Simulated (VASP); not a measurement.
## HfWS4: single point with PBE

HfWS4:

```
CELL_PARAMETERS angstrom
5.03518 0.00000 0.00000
-2.51759 4.36059 0.00000
0.00000 0.00000 7.16921
ATOMIC_POSITIONS crystal
Hf 0.00000 0.00000 0.50000
W 0.00000 0.00000 0.00000
S 0.00000 0.00000 0.74964
S 0.00000 0.00000 0.25036
S 0.33333 0.66667 0.00000
S 0.66667 0.33333 0.00000
```

The cell was generated, and may not be a known phase.

| Property | Result |
| --- | --- |
| Program | VASP 6.6.1 |
| Task | single point |
| Functional | PBE |
| Potentials or basis | VASP PAW PBE potentials, release 64 (Hf_pv, W_sv, S) |
| Cutoff | 520 eV |
| k mesh | 6 × 6 × 4 |
| Occupations | gaussian, width 0.1 eV |
| Spin | collinear spin, zero start |
| Starting moments | [0.0, 0.0, 0.0, 0.0, 0.0, 0.0] μB |
| Dipole correction | no |
| Further INCAR settings | ALGO = Normal; EDIFF = 1e-06; NBANDS = 37 |

```yaml
Pressure: 44.7 GPa
Largest_force: 0.214 eV/Å
Band_gap_on_the_k_mesh: zero (filled and empty bands overlap)
Net_moment: 0.00 μB per cell
Valence_electrons_inside_the_program's_atomic_spheres: Hf 10.23; W 13.09; S 4.07, 3.56 (each value once)
```

Forces on the atoms (eV/Å):
```
Hf   0.000  0.000  0.000
W    0.000  0.000  0.000
S    0.000  0.000 -0.214
S    0.000  0.000  0.214
S    0.000  0.000  0.000
S    0.000  0.000  0.000
```

Stress tensor (GPa, compression positive):
```
 -9.92   0.00   0.00
  0.00  -9.92   0.00
  0.00   0.00 154.02
```

Levels at points of the mesh, in eV from the Fermi level:
Spin up:
```csv
k point,band 21,band 22,band 23,band 24,band 25,band 26,band 27,band 28
"(0.00, 0.00, 0.00)",-1.48,-1.48,0.00,0.00,0.17,1.04,1.40,1.40
"(0.50, 0.00, 0.00)",-1.51,-0.81,-0.54,-0.22,-0.04,0.56,1.51,2.04
"(0.00, 0.00, 0.50)",-0.71,-0.65,-0.65,0.15,1.33,1.33,1.77,1.79
"(0.50, 0.00, 0.50)",-0.91,-0.71,-0.16,0.37,0.60,0.86,1.63,1.68
```
Spin down:
```csv
k point,band 21,band 22,band 23,band 24,band 25,band 26,band 27,band 28
"(0.00, 0.00, 0.00)",-1.48,-1.48,0.00,0.00,0.17,1.04,1.40,1.40
"(0.50, 0.00, 0.00)",-1.51,-0.81,-0.54,-0.22,-0.04,0.56,1.51,2.04
"(0.00, 0.00, 0.50)",-0.71,-0.65,-0.65,0.15,1.33,1.33,1.77,1.79
"(0.50, 0.00, 0.50)",-0.91,-0.71,-0.16,0.37,0.60,0.86,1.63,1.68
```

Wall time 5.3 min on 1 thread of Intel Xeon 8259CL, with other jobs on the host, peak memory 0.47 GiB.

Caveat: the stress differs along the axes, from -10 to 154 GPa; spin-orbit coupling is left out, which moves the levels of the heavy elements.
